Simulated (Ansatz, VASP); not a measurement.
Two plane-wave programs on SnSe

```
CELL_PARAMETERS angstrom
0.00000 2.92978 2.92978
2.92978 0.00000 2.92978
2.92978 2.92978 0.00000
ATOMIC_POSITIONS crystal
Sn 0.00000 0.00000 0.00000
Se 0.50000 0.50000 0.50000
```

Alike in both runs: functional PBEsol; dispersion D3(BJ); k mesh 6 × 6 × 6; no spin polarisation.

Ansatz relaxed the structure, and its values are those at the end. VASP's run is a single point on that final structure, the one shown.

```csv
,VASP,Ansatz
version,VASP 6.6.1,Ansatz 0.2.0
potentials or method,"VASP PAW PBE potentials, release 64 (Sn_d, Se)","plane waves, PAW"
plane-wave cutoff (eV),500,420
occupations,"gaussian, width 0.01 eV",fixed
valence electrons in the cell,20,30
```

```csv
,VASP,Ansatz,Ansatz less VASP
pressure (GPa),0.0,0.0,-0.03
```

VASP's potentials were made for PBE, not for PBEsol. VASP's potentials hold 20 valence electrons a cell and Ansatz's 30, so a difference there can come from the potentials and not from the codes.
